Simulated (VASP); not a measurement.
# C (Fmmm) in VASP: further runs

Runs on C. Level: LDA. Tasks: single point.

All numbers are computed with VASP 6.6.1; they aren't measurements. Logs are shortened: lines on timing, memory, paths and dates and some standing lists are left out, and cuts for length are marked.

## (1) The cell of the first run

The structure is orthorhombic, space group Fmmm (No. 69). Conventional cell: a = 4.821 Å, b = 6.767 Å, c = 6.869 Å, α = 90.00°, β = 90.00°, γ = 90.00°. C (site symmetry m) has 4 C at 1.46 to 1.57 Å within 2.0 Å. C (site symmetry m) has 4 C at 1.45 to 1.57 Å within 1.9 Å.

## (2) Single point, LDA (strain +0.0150 x Voigt [0, 0, 0, 1, 0, 0])

Contents of INCAR:

```
PREC     = Accurate       # precision mode
ENCUT    = 910            # plane-wave cutoff, eV
EDIFF    = 1E-6           # SCF threshold, eV
ISMEAR   = 0              # smearing method
SIGMA    = 0.05           # smearing width, eV
LREAL    = False          # projectors in reciprocal space
LASPH    = True           # aspherical terms in the spheres
NELM     = 120            # most SCF steps
ALGO     = Normal         # electronic algorithm
ISIF     = 2              # what is computed and relaxed
LWAVE    = False          # write WAVECAR
LCHARG   = False          # write CHGCAR
NBANDS   = 26             # bands
GGA_COMPAT= False
```

Contents of KPOINTS:

```
regular mesh
0
Gamma
  8 8 8
```

Contents of POSCAR:

```
C
1.0
   -2.4103983070      2.4284762943      2.4284762943
    2.4103983070     -2.3923203197      2.3923203197
    2.4103983070      2.3923203197     -2.3923203197
C
8
Direct
    0.3254710870      0.0000000000      0.0000000000
    0.6745289130      0.6745289130      0.6745289130
    0.0000000000      0.3254710870      0.0000000000
    0.0000000000      0.0000000000      0.3254710870
    0.0000000000      0.6745289130      0.0000000000
    0.3254710870      0.3254710870      0.3254710870
    0.6745289130      0.0000000000      0.0000000000
    0.0000000000      0.0000000000      0.6745289130
```

Potentials or basis: VASP PAW LDA potentials, release 64 (C_h).

Run with:

```console
cat potpaw_LDA.64/C_h/POTCAR > POTCAR
mpirun -np 1 vasp_std > vasp.out
```

OUTCAR:

```text
PREC = Accurate
   ENCUT = 910
   EDIFF = 1E-6
   ISMEAR = 0
   LREAL = False
   LASPH = True
   NELM = 120
   ISIF = 2

 ion  position               nearest neighbor table
   1  0.325  0.000  0.000-   7 1.46
   2  0.675  0.675  0.675-   6 1.46
   3  0.000  0.325  0.000-   5 1.45
   4  0.000  0.000  0.325-   8 1.45
   5  0.000  0.675  0.000-   3 1.45
   6  0.325  0.325  0.325-   2 1.46
   7  0.675  0.000  0.000-   1 1.46
   8  0.000  0.000  0.675-   4 1.45

  LATTYP: Found a face centered orthorhombic cell.
 ALAT       =     4.8207966140
 B/A-ratio  =     1.4036069607
 C/A-ratio  =     1.4248201641

  Lattice vectors:

 A1 = (   0.0000000000,   4.8207966140,   0.0361559746)
 A2 = (   2.4103983070,   2.4284762943,   2.4284762943)
 A3 = (   2.4103983070,   2.3923203197,  -2.3923203197)

Analysis of symmetry for initial positions (statically):
=====================================================================
 Subroutine PRICEL returns:
 Original cell was already a primitive cell.

 Routine SETGRP: Setting up the symmetry group for a
 face centered orthorhombic supercell.

 Subroutine GETGRP returns: Found  8 space group operations
 (whereof  8 operations were pure point group operations)
 out of a pool of  8 trial point group operations.

The static configuration has the point symmetry D_2h.

Analysis of symmetry for dynamics (positions and initial velocities):
=====================================================================
 Subroutine PRICEL returns:
 Original cell was already a primitive cell.

 Routine SETGRP: Setting up the symmetry group for a
 face centered orthorhombic supercell.

 Subroutine GETGRP returns: Found  8 space group operations
 (whereof  8 operations were pure point group operations)
 out of a pool of  8 trial point group operations.

The dynamic configuration has the point symmetry D_2h.

 Subroutine INISYM returns: Found  8 space group operations
 (whereof  8 operations are pure point group operations),
 and found     1 'primitive' translations

----------------------------------------------------------------------------------------

                                     Primitive cell

  volume of cell :      56.0147

  direct lattice vectors                    reciprocal lattice vectors
    -2.410398307  2.428476294  2.428476294     0.000000000  0.205890418  0.205890418
     2.410398307 -2.392320320  2.392320320     0.207434596 -0.001555847  0.207446265
     2.410398307  2.392320320 -2.392320320     0.207434596  0.207446265 -0.001555847

  length of vectors
     4.195832959  4.154083897  4.154083897     0.291173022  0.293369196  0.293369196

  position of ions in fractional coordinates (direct lattice)
     0.325471087  0.000000000  0.000000000
     0.674528913  0.674528913  0.674528913
     0.000000000  0.325471087  1.000000000
     0.000000000  0.000000000  0.325471087
     0.000000000  0.674528913  1.000000000
     0.325471087  0.325471087  0.325471087
     0.674528913  0.000000000  0.000000000
     0.000000000  0.000000000  0.674528913

  ion indices of the primitive-cell ions
   primitive index   ion index
                 1           1
                 2           2
                 3           3
                 4           4
                 5           5
                 6           6
                 7           7
                 8           8

----------------------------------------------------------------------------------------

 KPOINTS: regular mesh

Automatic generation of k-mesh.
 Grid dimensions read from file:
 generate k-points for:    8    8    8

 Generating k-lattice:

  Cartesian coordinates                     Fractional coordinates (reciprocal lattice)
     0.000000000  0.025736302  0.025736302     0.125000000  0.000000000  0.000000000
     0.025929325 -0.000194481  0.025930783     0.000000000  0.125000000  0.000000000
     0.025929325  0.025930783 -0.000194481     0.000000000 -0.000000000  0.125000000

  Length of vectors
     0.036396628  0.036671150  0.036671150

  Shift w.r.t. Gamma in fractional coordinates (k-lattice)
     0.000000000  0.000000000  0.000000000

 Subroutine IBZKPT returns following result:
 ===========================================

 Found     95 irreducible k-points:

 Following reciprocal coordinates:
            Coordinates               Weight
  0.000000  0.000000  0.000000      1.000000
  0.125000  0.000000  0.000000      2.000000
  0.250000  0.000000  0.000000      2.000000
  0.375000  0.000000  0.000000      2.000000
  0.500000  0.000000  0.000000      1.000000
 -0.000000  0.125000  0.000000      8.000000
[... 16 lines left out ...]
  0.125000  0.125000  0.125000      4.000000
  0.250000  0.125000  0.125000      4.000000
 [... further k-points ...]
   k-points           NKPTS =     95   k-points in BZ     NKDIM =     95   number of bands    NBANDS=     26
   number of dos      NEDOS =    301   number of ions     NIONS =      8
   total plane-waves  NPLWV =  74088
[... 79 lines left out ...]
[... 18 lines left out ...]
     25      19.1996      0.00000
     26      19.4309      0.00000

 k-point     2 :       0.1250    0.0000    0.0000
  band No.  band energies     occupation
      1     -13.1203      2.00000
      2      -6.0792      2.00000
      3      -5.4956      2.00000
      4      -4.8935      2.00000
      5      -4.1126      2.00000
      6      -3.9889      2.00000
[... 18 lines left out ...]
     25      19.0239      0.00000
     26      19.6694      0.00000

 k-point     3 :       0.2500    0.0000    0.0000
  band No.  band energies     occupation
      1     -12.8592      2.00000
      2      -7.3219      2.00000
      3      -6.0921      2.00000
      4      -4.8152      2.00000
      5      -4.3210      2.00000
      6      -4.0923      2.00000
[... 18 lines left out ...]
     25      19.0502      0.00000
     26      19.5894      0.00000

 k-point     4 :       0.3750    0.0000    0.0000
  band No.  band energies     occupation
      1     -12.5347      2.00000
      2      -8.2694      2.00000
      3      -6.4723      2.00000
      4      -4.7351      2.00000
      5      -4.5055      2.00000
      6      -4.2010      2.00000
[... 18 lines left out ...]
     25      19.5289      0.00000
     26      19.7873      0.00000

 k-point     5 :       0.5000    0.0000    0.0000
  band No.  band energies     occupation
      1     -12.3703      2.00000
      2      -8.6462      2.00000
      3      -6.6011      2.00000
      4      -4.7013      2.00000
      5      -4.5765      2.00000
      6      -4.2471      2.00000
[... 18 lines left out ...]
     25      19.5011      0.00000
     26      20.4222      0.00000

 k-point     6 :      -0.0000    0.1250    0.0000
  band No.  band energies     occupation
      1     -13.1178      2.00000
      2      -6.0413      2.00000
      3      -5.5298      2.00000
      4      -4.9612      2.00000
      5      -4.0658      2.00000
      6      -3.9618      2.00000
[... 427 lines left out ...]
 k-point    21 :       0.2500    0.5000    0.0000
  band No.  band energies     occupation
      1     -12.3596      2.00000
      2      -8.2188      2.00000
      3      -7.3060      2.00000
      4      -5.6138      2.00000
      5      -4.3037      2.00000
      6      -1.8859      2.00000
[... 18 lines left out ...]
     25      18.8315      0.00000
     26      20.1500      0.00000

 k-point    22 :      -0.0000    0.1250    0.1250
  band No.  band energies     occupation
      1     -12.9358      2.00000
      2      -6.9106      2.00000
      3      -5.9811      2.00000
      4      -5.3676      2.00000
      5      -4.0947      2.00000
      6      -3.2203      2.00000
[... 18 lines left out ...]
     25      19.0303      0.00000
     26      19.0976      0.00000

 k-point    23 :       0.1250    0.1250    0.1250
  band No.  band energies     occupation
      1     -12.7085      2.00000
      2      -7.6413      2.00000
      3      -6.1280      2.00000
      4      -6.1104      2.00000
      5      -3.4210      2.00000
      6      -2.9754      2.00000
[... 18 lines left out ...]
     25      19.0935      0.00000
     26      19.5478      0.00000

 k-point    24 :       0.2500    0.1250    0.1250
  band No.  band energies     occupation
      1     -12.4386      2.00000
      2      -8.1627      2.00000
      3      -6.8806      2.00000
      4      -6.2356      2.00000
      5      -3.3775      2.00000
      6      -2.8739      2.00000
[... 18 lines left out ...]
     25      19.6109      0.00000
     26      20.0360      0.00000

 [... further k-points ...]

------------------------ aborting loop because EDIFF is reached ----------------------------------------

  FORCE on cell =-STRESS in cart. coord.  units (eV):
  Direction    XX          YY          ZZ          XY          YZ          ZX
  --------------------------------------------------------------------------------------
  -------------------------------------------------------------------------------------
  Total        0.1850083      0.1812524      0.1812524     -0.0000000     -1.5492385      0.0000000
  in kB        5.2917556      5.1843269      5.1843269     -0.0000000    -44.3125633      0.0000000
  external PRESSURE =       5.2201364 kB  Pullay stress =       0.0000000 kB

 VOLUME and BASIS-vectors are now :
 -----------------------------------------------------------------------------
  energy-cutoff  :      910.00
  volume of cell :       56.01
      direct lattice vectors                 reciprocal lattice vectors
    -2.410398307  2.428476294  2.428476294     0.000000000  0.205890418  0.205890418
     2.410398307 -2.392320320  2.392320320     0.207434596 -0.001555847  0.207446265
     2.410398307  2.392320320 -2.392320320     0.207434596  0.207446265 -0.001555847

 POSITION                                       TOTAL-FORCE (eV/Angst)
 -----------------------------------------------------------------------------------
     -0.78451      0.79040      0.79040        -0.038778      0.044267      0.044267
      1.62588      1.63808      1.63808        -0.038778     -0.044267     -0.044267
      0.78451     -0.77863      0.77863        -0.001669      0.002747     -0.002747
      0.78451      0.77863     -0.77863        -0.001669     -0.002747      0.002747
      1.62588     -1.61369      1.61369         0.001669     -0.002747      0.002747
      0.78451      0.79040      0.79040         0.038778      0.044267      0.044267
     -1.62588      1.63808      1.63808         0.038778     -0.044267     -0.044267
      1.62588      1.61369     -1.61369         0.001669      0.002747     -0.002747
 -----------------------------------------------------------------------------------
    total drift:                               -0.000000     -0.000000      0.000000

  FREE ENERGIE OF THE ION-ELECTRON SYSTEM (eV)
  ---------------------------------------------------
  free  energy   TOTEN  =       -75.3434518348 eV

  energy  without entropy=      -75.3434518348  energy(sigma->0) =      -75.34345183
```

It took 2.9 min on 1 thread of Intel Xeon 6975P-C (Granite Rapids), shared host; peak memory 0.34 GiB.

What came out:

```
Free energy            : -75.3435 eV
Pressure               : 0.5 GPa
Largest force          : 0.074 eV/Å
Band gap on the k mesh : 2.91 eV (least direct gap 3.73 eV)
```

Forces in eV/Å, atoms in the order of the input:
```
C   -0.039  0.044  0.044
C   -0.039 -0.044 -0.044
C   -0.002  0.003 -0.003
C   -0.002 -0.003  0.003
C    0.002 -0.003  0.003
C    0.039  0.044  0.044
C    0.039 -0.044 -0.044
C    0.002  0.003 -0.003
```

Stress tensor (GPa, compression positive):
```
 0.53  0.00  0.00
 0.00  0.52 -4.43
 0.00 -4.43  0.52
```

Levels at points of the mesh, in eV from the valence-band top:
```tsv
k point	band 14	band 15	band 16	band 17	band 18	band 19
(0.00, 0.00, 0.00)	-0.54	-0.42	-0.29	3.97	4.01	4.05
(0.50, 0.00, 0.00)	-3.26	-2.47	-2.16	3.79	5.36	5.67
(0.00, 0.50, 0.00)	-3.18	-2.45	-2.25	3.79	5.43	5.75
(0.00, 0.50, 0.50)	-3.10	-2.43	-2.35	3.81	5.49	5.81
(0.50, 0.50, 0.50)	-0.17	-0.08	0.00	3.73	5.74	5.79
```

Caveat: the cell differs from its parent crystal (strain +0.0150 x Voigt [0, 0, 0, 1, 0, 0]); the cutoff is under 1.25 times the usual one of these potentials, so pressure, stress and relaxed cells hold a basis-set (Pulay) error.

## (3) Single point, LDA (strain +0.0050 x Voigt [0, 0, 0, 1, 0, 0])

Contents of INCAR:

```
ALGO     = Normal         # electronic algorithm
EDIFF    = 1E-6           # SCF threshold, eV
ENCUT    = 910            # plane-wave cutoff, eV
GGA      = CA             # functional
GGA_COMPAT= F            
ISIF     = 2              # what is computed and relaxed
ISMEAR   = 0              # smearing method
LASPH    = T              # aspherical terms in the spheres
LCHARG   = F              # write CHGCAR
LREAL    = F              # projectors in reciprocal space
LWAVE    = F              # write WAVECAR
NBANDS   = 26             # bands
NELM     = 120            # most SCF steps
PREC     = Accurate       # precision mode
SIGMA    = 0.05           # smearing width, eV
```

Contents of KPOINTS:

```
k-points
0
Gamma
  8 8 8
```

Changes to POSCAR since step 2:

```diff
@@ -2,5 +2,5 @@
 1.0
-   -2.4103983070      2.4284762943      2.4284762943
-    2.4103983070     -2.3923203197      2.3923203197
-    2.4103983070      2.3923203197     -2.3923203197
+   -2.4103983070      2.4164243028      2.4164243028
+    2.4103983070     -2.4043723112      2.4043723112
+    2.4103983070      2.4043723112     -2.4043723112
 C
```

Potentials or basis: VASP PAW LDA potentials, release 64 (C_h).

Run with:

```console
cat potpaw_LDA.64/C_h/POTCAR > POTCAR
mpirun -np 1 vasp_std > vasp.out
```

Run time: 2.2 min. Hardware: 1 thread of Intel Xeon 6975P-C (Granite Rapids), shared host; peak memory 0.34 GiB.

The run converged. Its results:

```yaml
Free_energy: -75.3538 eV
Pressure: 0.5 GPa
Largest_force: 0.049 eV/Å
Band_gap_on_the_k_mesh: 2.99 eV (least direct gap 3.79 eV)
```

Forces on the atoms (eV/Å):
```
C   -0.028  0.029  0.029
C   -0.028 -0.029 -0.029
C    0.014 -0.013  0.013
C    0.014  0.013 -0.013
C   -0.014  0.013 -0.013
C    0.028  0.029  0.029
C    0.028 -0.029 -0.029
C   -0.014 -0.013  0.013
```

Stress tensor (GPa, compression positive):
```
 0.51  0.00  0.00
 0.00  0.50 -1.48
 0.00 -1.48  0.50
```

Levels at points of the mesh, in eV from the valence-band top:
```
           k point  band 14  band 15  band 16  band 17  band 18  band 19
(0.00, 0.00, 0.00)    -0.40    -0.36    -0.32     4.05     4.07     4.08
(0.50, 0.00, 0.00)    -3.15    -2.40    -2.17     3.85     5.46     5.77
(0.00, 0.50, 0.00)    -3.12    -2.39    -2.20     3.85     5.48     5.80
(0.00, 0.50, 0.50)    -3.09    -2.38    -2.23     3.85     5.51     5.82
(0.50, 0.50, 0.50)    -0.06    -0.03     0.00     3.79     5.84     5.85
```

Caveat: the cell differs from its parent crystal (strain +0.0050 x Voigt [0, 0, 0, 1, 0, 0]); the cutoff is under 1.25 times the usual one of these potentials, so pressure, stress and relaxed cells hold a basis-set (Pulay) error. A k mesh can miss the band edges.

## (4) Single point, LDA (strain +0.0350 x Voigt [0, 0, 0, 1, 0, 0])

Contents of INCAR:

```
PREC = Accurate
ENCUT = 910
EDIFF = 1E-6
ISMEAR = 0
SIGMA = 0.05
LREAL = False
LASPH = True
NELM = 120
ALGO = Normal
ISIF = 2
LWAVE = False
LCHARG = False
NBANDS = 26
GGA_COMPAT = False
```

Contents of KPOINTS:

```
Automatic mesh
0
Gamma
  8 8 8
```

Changes to POSCAR since step 3:

```diff
@@ -2,5 +2,5 @@
 1.0
-   -2.4103983070      2.4164243028      2.4164243028
-    2.4103983070     -2.4043723112      2.4043723112
-    2.4103983070      2.4043723112     -2.4043723112
+   -2.4103983070      2.4525802774      2.4525802774
+    2.4103983070     -2.3682163366      2.3682163366
+    2.4103983070      2.3682163366     -2.3682163366
 C
```

Run with:

```console
cat potpaw_LDA.64/C_h/POTCAR > POTCAR
mpirun -np 1 vasp_std > vasp.out
```

It took 3.8 min on 1 thread of Intel Xeon Platinum 8488C (Sapphire Rapids), shared host; peak memory 0.34 GiB.

The run converged. Its results:

- Free energy: -75.2917 eV
- Pressure: 0.6 GPa
- Largest force: 0.118 eV/Å
- Band gap on the k mesh: 2.75 eV (least direct gap 3.62 eV)

Forces in eV/Å, atoms in the order of the input:
```
C   -0.054  0.074  0.074
C   -0.054 -0.074 -0.074
C   -0.041  0.037 -0.037
C   -0.041 -0.037  0.037
C    0.041 -0.037  0.037
C    0.054  0.074  0.074
C    0.054 -0.074 -0.074
C    0.041  0.037 -0.037
```

Stress tensor (GPa, compression positive):
```
  0.65   0.00   0.00
  0.00   0.59 -10.33
  0.00 -10.33   0.59
```

Levels at points of the mesh, in eV from the valence-band top:
```
           k point  band 13  band 14  band 15  band 16  band 17  band 18  band 19  band 20
(0.00, 0.00, 0.00)    -5.54    -0.82    -0.54    -0.23     3.81     3.89     4.00     7.67
(0.50, 0.00, 0.00)    -3.47    -3.47    -2.62    -2.15     3.68     5.15     5.45     6.33
(0.00, 0.50, 0.00)    -3.32    -3.29    -2.55    -2.35     3.66     5.32     5.66     6.20
(0.00, 0.50, 0.50)    -3.25    -3.10    -2.59    -2.52     3.73     5.47     5.80     6.10
(0.50, 0.50, 0.50)    -5.97    -0.39    -0.19     0.00     3.62     5.55     5.64     5.82
```

Caveat: the cell differs from its parent crystal (strain +0.0350 x Voigt [0, 0, 0, 1, 0, 0]); the cutoff is under 1.25 times the usual one of these potentials, so pressure, stress and relaxed cells hold a basis-set (Pulay) error. A k mesh can miss the band edges.

## (5) Overview

| cell | gap on the mesh (eV) | pressure (GPa) | largest force (eV/Å) |
| --- | --- | --- | --- |
| a = 4.196, b = 4.154, c = 4.154 Å, angles 109.1, 109.5, 109.5°, 8 atoms | 2.91 | 0.5 | 0.07 |
| a = 4.182, b = 4.168, c = 4.168 Å, angles 109.3, 109.5, 109.5°, 8 atoms | 2.99 | 0.5 | 0.05 |
| a = 4.224, b = 4.126, c = 4.126 Å, angles 108.5, 109.5, 109.5°, 8 atoms | 2.75 | 0.6 | 0.12 |

Alike in all rows: task single point; level LDA; potentials or basis VASP PAW LDA potentials, release 64 (C_h); no spin polarisation; k mesh 8 × 8 × 8; cutoff (eV) 910; smearing gaussian 0.05 eV.

Caveats: the cutoff is under 1.25 times the usual one of these potentials, so pressure, stress and relaxed cells hold a basis-set (Pulay) error.

Total energies depend on the potentials used, so only differences within one code and one set of settings carry meaning.
